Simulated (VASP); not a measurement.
# Ni2SbTe (P-6m2) in VASP: single point with PBE

Aim: the single point of Ni2SbTe with PBE.

All numbers are computed with VASP 6.6.1; they aren't measurements. Logs are shortened: lines on timing, memory, paths and dates and some standing lists are left out, and cuts for length are marked.

## Step 1: The cell of the first run

Symmetry: P-6m2, No. 187, hexagonal system. The conventional cell has a = 3.966 Å, b = 3.966 Å, c = 5.203 Å, α = 90.00°, β = 90.00°, γ = 120.00°. Ni (site symmetry 3m) has 2 Ni at 2.57 to 2.63 Å and 3 Sb at 2.63 Å and 3 Te at 2.64 Å within 3.4 Å. Sb (site symmetry -6m2) has 6 Ni at 2.63 Å and 6 Te at 3.47 Å within 3.5 Å. Within 3.5 Å of Te (site symmetry -6m2) lie 6 Ni at 2.64 Å and 6 Sb at 3.47 Å.

## Step 2: Single point, PBE

INCAR

```
SYSTEM = Ni2SbTe
PREC = Accurate ; ENCUT = 520
EDIFF = 1E-6 ; ISMEAR = 0
SIGMA = 0.05 ; LREAL = .False.
LASPH = .True. ; NELM = 100
ALGO = Normal ; ISIF = 2
LWAVE = .False. ; LCHARG = .False.
GGA = PE ; NBANDS = 24
```

KPOINTS

```
Automatic mesh
0
Gamma
  9 9 6
  0 0 0
```

POSCAR

```
Ni2SbTe
1.0
    3.9656228857      0.0000000000      0.0000000000
   -1.9828114428      3.4343301608      0.0000000000
    0.0000000000      0.0000000000      5.2034824400
Ni Sb Te
2 1 1
Direct
    0.0000000000      0.0000000000      0.7468176000
    0.0000000000      0.0000000000      0.2531824000
    0.6666666700      0.3333333300      0.5000000000
    0.3333333300      0.6666666700      0.0000000000
```

Potentials or basis: VASP PAW PBE potentials, release 64 (Ni, Sb, Te).

The run is started by

```bash
> cat potpaw_PBE.64/Ni/POTCAR potpaw_PBE.64/Sb/POTCAR potpaw_PBE.64/Te/POTCAR > POTCAR
> mpirun -np 1 vasp_std > vasp.out
```

OUTCAR:

```text
SYSTEM = Ni2SbTe
   PREC = Accurate
   ENCUT = 520
   EDIFF = 1E-6
   ISMEAR = 0
   LREAL = .False.
   LASPH = .True.
   NELM = 100
   ISIF = 2
   GGA = PE

 ion  position               nearest neighbor table
   1  0.000  0.000  0.747-   2 2.57   3 2.63   3 2.63   3 2.63   2 2.63   4 2.64   4 2.64   4 2.64

   2  0.000  0.000  0.253-   1 2.57   3 2.63   3 2.63   3 2.63   1 2.63   4 2.64   4 2.64   4 2.64

   3  0.667  0.333  0.500-   1 2.63   2 2.63   1 2.63   2 2.63   1 2.63   2 2.63   4 3.47   4 3.47
                             4 3.47   4 3.47   4 3.47   4 3.47
   4  0.333  0.667  0.000-   1 2.64   2 2.64   1 2.64   2 2.64   1 2.64   2 2.64   3 3.47   3 3.47
                             3 3.47   3 3.47   3 3.47   3 3.47

  LATTYP: Found a hexagonal cell.
 ALAT       =     3.9656228857
 C/A-ratio  =     1.3121475718

  Lattice vectors:

 A1 = (   3.9656228857,   0.0000000000,   0.0000000000)
 A2 = (  -1.9828114428,   3.4343301608,   0.0000000000)
 A3 = (   0.0000000000,   0.0000000000,   5.2034824400)

Analysis of symmetry for initial positions (statically):
=====================================================================
 Subroutine PRICEL returns:
 Original cell was already a primitive cell.

 Routine SETGRP: Setting up the symmetry group for a
 hexagonal supercell.

 Subroutine GETGRP returns: Found 12 space group operations
 (whereof 12 operations were pure point group operations)
 out of a pool of 24 trial point group operations.

The static configuration has the point symmetry D_3h.

Analysis of symmetry for dynamics (positions and initial velocities):
=====================================================================
 Subroutine PRICEL returns:
 Original cell was already a primitive cell.

 Routine SETGRP: Setting up the symmetry group for a
 hexagonal supercell.

 Subroutine GETGRP returns: Found 12 space group operations
 (whereof 12 operations were pure point group operations)
 out of a pool of 24 trial point group operations.

The dynamic configuration has the point symmetry D_3h.

 Subroutine INISYM returns: Found 12 space group operations
 (whereof 12 operations are pure point group operations),
 and found     1 'primitive' translations

----------------------------------------------------------------------------------------

                                     Primitive cell

  volume of cell :      70.8676

  direct lattice vectors                    reciprocal lattice vectors
     3.965622886  0.000000000  0.000000000     0.252167195  0.145588798  0.000000000
    -1.982811443  3.434330161  0.000000000     0.000000000  0.291177596  0.000000000
     0.000000000  0.000000000  5.203482440     0.000000000  0.000000000  0.192178990

  length of vectors
     3.965622886  3.965622886  5.203482440     0.291177596  0.291177596  0.192178990

  position of ions in fractional coordinates (direct lattice)
     0.000000000  0.000000000  0.746817600
     0.000000000  0.000000000  0.253182400
     0.666666670  0.333333330  0.500000000
     0.333333330  0.666666670  0.000000000

  ion indices of the primitive-cell ions
   primitive index   ion index
                 1           1
                 2           2
                 3           3
                 4           4

----------------------------------------------------------------------------------------

 KPOINTS: Automatic mesh

Automatic generation of k-mesh.
 Grid dimensions read from file:
 generate k-points for:    9    9    6

 Generating k-lattice:

  Cartesian coordinates                     Fractional coordinates (reciprocal lattice)
     0.028018577  0.016176533  0.000000000     0.111111111  0.000000000  0.000000000
     0.000000000  0.032353066  0.000000000     0.000000000  0.111111111  0.000000000
     0.000000000  0.000000000  0.032029832     0.000000000  0.000000000  0.166666667

  Length of vectors
     0.032353066  0.032353066  0.032029832

  Shift w.r.t. Gamma in fractional coordinates (k-lattice)
     0.000000000  0.000000000  0.000000000

 Subroutine IBZKPT returns following result:
 ===========================================

 Found     48 irreducible k-points:

 Following reciprocal coordinates:
            Coordinates               Weight
  0.000000  0.000000  0.000000      1.000000
  0.111111  0.000000  0.000000      6.000000
  0.222222  0.000000  0.000000      6.000000
  0.333333  0.000000  0.000000      6.000000
  0.444444  0.000000  0.000000      6.000000
  0.111111  0.111111  0.000000      6.000000
[... 16 lines left out ...]
  0.333333  0.222222  0.166667     24.000000
  0.333333  0.333333  0.166667      4.000000
 [... further k-points ...]
   k-points           NKPTS =     48   k-points in BZ     NKDIM =     48   number of bands    NBANDS=     24
   number of dos      NEDOS =    301   number of ions     NIONS =      4
   total plane-waves  NPLWV =  36000
   dimension x,y,z NGX =    30 NGY =   30 NGZ =   40
   dimension x,y,z NGXF=    60 NGYF=   60 NGZF=   80
   ions per type =               2   1   1
   NGX,Y,Z   is equivalent  to a cutoff of  12.58, 12.58, 12.78 a.u.
   NGXF,Y,Z  is equivalent  to a cutoff of  25.15, 25.15, 25.56 a.u.
 SYSTEM =  Ni2SbTe
   PREC   = accura    normal or accurate (medium, high low for compatibility)
   ISTART =      0    job   : 0-new  1-cont  2-samecut
   ICHARG =      2    charge: 1-file 2-atom 10-const
   ISPIN  =      1    spin polarized calculation?
   LNONCOLLINEAR =      F non collinear calculations
   LSORBIT =      F    spin-orbit coupling
   LASPH  =      T    aspherical Exc in radial PAW
   ENCUT  =  520.0 eV  38.22 Ry    6.18 a.u.   7.37  7.37  9.68*2*pi/ulx,y,z
   NELM   =    100;   NELMIN=  2; NELMDL= -5     # of ELM steps
   EDIFF  = 0.1E-05   stopping-criterion for ELM
   LREAL  =      F    real-space projection
   EDIFFG = 0.1E-04   stopping-criterion for IOM
   NSW    =      0    number of steps for IOM
   IBRION =     -1    ionic relax: 0-MD 1-quasi-New 2-CG
   NFREE  =      0    steps in history (QN), initial steepest desc. (CG)
   ISIF   =      2    stress and relaxation
   ISYM   =      2    0-nonsym 1-usesym 2-fastsym
   POTIM  = 0.5000    time-step for ionic-motion
   TEBEG  =    0.0;   TEEND  =   0.0 temperature during run
   PSTRESS=    0.0 pullay stress
   NELECT =      31.0000    total number of electrons
   NUPDOWN=      -1.0000    fix difference up-down
   EMIN   =  10.00;   EMAX   =-10.00  energy-range for DOS
   EFERMI =   0.00;   METHOD = LEGACY
   ISMEAR =     0;   SIGMA  =   0.05  broadening in eV -4-tet -1-fermi 0-gaus
   EFERMI_NEDOS =   21; number of points for ismear=-14 and -15
   IALGO  =     38    algorithm
   IMIX   =      4    mixing-type and parameters
     AMIX     =   0.40;   BMIX     =  1.00
     AMIX_MAG =   1.60;   BMIX_MAG =  1.00
  volume/ion in A,a.u.               =      17.72       119.56
  Fermi-wavevector in a.u.,A,eV,Ry     =   1.242738  2.348434 21.012804  1.544398
  Thomas-Fermi vector in A             =   2.377079
   LORBIT       =      0    0 simple, 1 ext, 2 COOP (PROOUT), +10 PAW based schemes
   GGA     = PE    functional components
   LHFCALC =     F    Hartree Fock is set to
   AEXX    =    0.0000 exact exchange contribution
   IVDW    =     0    specifies the selected vdW correction
   LEPSILON=     F    determine dielectric tensor
   LRPA    =     F    only Hartree local field effects (RPA)
 non-spin polarized calculation
 Gauss-broadening in eV      SIGMA  =   0.05
  energy-cutoff  :      520.00
  volume of cell :       70.87
 maximum number of plane-waves:      1940
 NGX is ok and might be reduce to    30
   NGX = 15   NGY = 15   NGZ = 19

 number of electron      31.0000014 magnetization

 Free energy of the ion-electron system (eV)
  ---------------------------------------------------
  ext. energy  EPLUGINS =         0.00000000
  ---------------------------------------------------
  free energy    TOTEN  =       -19.12393121 eV

  energy without entropy =      -19.12004179  energy(sigma->0) =      -19.12198650

 E-fermi :   9.8052     XC(G=0): -11.3849

 val. band max:        9.8013409172   @ k =   0.3333   0.2222   0.0000
 cond. band min:       9.8524617577   @ k =   0.0000   0.0000   0.1667
 fundamental gap:      0.0511208405
 Fermi energy:         9.8051930237

 k-point     1 :       0.0000    0.0000    0.0000
  band No.  band energies     occupation
      1      -4.0097      2.00000
      2       0.3246      2.00000
      3       3.2381      2.00000
      4       5.6821      2.00000
      5       5.6821      2.00000
      6       6.8169      2.00000
[... 16 lines left out ...]
     23      17.3949      0.00000
     24      17.3949      0.00000

 k-point     2 :       0.1111    0.0000    0.0000
  band No.  band energies     occupation
      1      -3.8785      2.00000
      2       0.3275      2.00000
      3       3.4016      2.00000
      4       5.5857      2.00000
      5       5.6995      2.00000
      6       6.7205      2.00000
[... 16 lines left out ...]
     23      16.3502      0.00000
     24      16.7407      0.00000

 k-point     3 :       0.2222    0.0000    0.0000
  band No.  band energies     occupation
      1      -3.5016      2.00000
      2       0.2997      2.00000
      3       3.8797      2.00000
      4       5.1122      2.00000
      5       5.7484      2.00000
      6       6.2762      2.00000
[... 16 lines left out ...]
     23      16.4955      0.00000
     24      16.8905      0.00000

 k-point     4 :       0.3333    0.0000    0.0000
  band No.  band energies     occupation
      1      -2.9486      2.00000
      2       0.1463      2.00000
      3       4.1853      2.00000
      4       4.6230      2.00000
      5       5.8147      2.00000
      6       6.0652      2.00000
[... 16 lines left out ...]
     23      17.8073      0.00000
     24      18.3684      0.00000

 k-point     5 :       0.4444    0.0000    0.0000
  band No.  band energies     occupation
      1      -2.4357      2.00000
      2      -0.1274      2.00000
      3       3.5668      2.00000
      4       5.4640      2.00000
      5       5.8668      2.00000
      6       6.1047      2.00000
[... 451 lines left out ...]
 k-point    22 :       0.2222    0.2222    0.1667
  band No.  band energies     occupation
      1      -2.5976      2.00000
      2       0.0573      2.00000
      3       3.9557      2.00000
      4       4.2848      2.00000
      5       5.4005      2.00000
      6       6.1535      2.00000
[... 16 lines left out ...]
     23      17.1160      0.00000
     24      20.1553      0.00000

 k-point    23 :       0.3333    0.2222    0.1667
  band No.  band energies     occupation
      1      -2.2123      2.00000
      2       0.0621      2.00000
      3       3.2861      2.00000
      4       4.5529      2.00000
      5       5.0551      2.00000
      6       6.2738      2.00000
[... 16 lines left out ...]
     23      18.6645      0.00000
     24      19.5805      0.00000

 k-point    24 :       0.3333    0.3333    0.1667
  band No.  band energies     occupation
      1      -2.0795      2.00000
      2       0.1286      2.00000
      3       3.0402      2.00000
      4       4.5799      2.00000
      5       4.8700      2.00000
      6       6.3994      2.00000
[... 16 lines left out ...]
     23      18.7598      0.00000
     24      19.0537      0.00000

 [... further k-points ...]
[... 5 lines left out ...]
  --------------------------------------------------------------------------------------
  -------------------------------------------------------------------------------------
  Total        1.2256381      1.2256381      0.8929959      0.0000000      0.0000000      0.0000000
  in kB       27.7092837     27.7092837     20.1888918      0.0000000      0.0000000      0.0000000
  external PRESSURE =      25.2024864 kB  Pullay stress =       0.0000000 kB

 VOLUME and BASIS-vectors are now :
 -----------------------------------------------------------------------------
  energy-cutoff  :      520.00
  volume of cell :       70.87
      direct lattice vectors                 reciprocal lattice vectors
     3.965622886  0.000000000  0.000000000     0.252167195  0.145588798  0.000000000
    -1.982811443  3.434330161  0.000000000     0.000000000  0.291177596  0.000000000
     0.000000000  0.000000000  5.203482440     0.000000000  0.000000000  0.192178990

 POSITION                                       TOTAL-FORCE (eV/Angst)
 -----------------------------------------------------------------------------------
      0.00000      0.00000      3.88605         0.000000      0.000000      0.051676
      0.00000      0.00000      1.31743         0.000000      0.000000     -0.051676
      1.98281      1.14478      2.60174         0.000000     -0.000000      0.000000
     -0.00000      2.28955      0.00000        -0.000000      0.000000      0.000000
 -----------------------------------------------------------------------------------
    total drift:                                0.000003     -0.000001      0.000000

  FREE ENERGIE OF THE ION-ELECTRON SYSTEM (eV)
  ---------------------------------------------------
  free  energy   TOTEN  =       -19.1239312147 eV

  energy  without entropy=      -19.1200417916  energy(sigma->0) =      -19.12198650
```

Run time: 57 s. Hardware: 1 thread of AMD EPYC 7R13 (Zen 3), shared host; peak memory 0.21 GiB.

What came out:

```
Free energy   : -19.1239 eV
Pressure      : 2.5 GPa
Largest force : 0.052 eV/Å
```

Forces in eV/Å, atoms in the order of the input:
```
Ni   0.000  0.000  0.052
Ni   0.000  0.000 -0.052
Sb   0.000  0.000  0.000
Te   0.000  0.000  0.000
```

Stress tensor (GPa, compression positive):
```
2.77 0.00 0.00
0.00 2.77 0.00
0.00 0.00 2.02
```

Levels at points of the mesh, in eV from the Fermi level:
```tsv
k point	band 14	band 15	band 16	band 17	band 18	band 19
(0.00, 0.00, 0.00)	-0.31	-0.08	2.01	2.01	2.46	2.71
(0.00, 0.00, 0.50)	-0.61	0.83	0.83	2.03	2.03	4.40
```

Caveat: spin-orbit coupling is left out, which moves the levels of the heavy elements. Spin polarisation is off, so any magnetic state and its effect on volume and gap are missing.
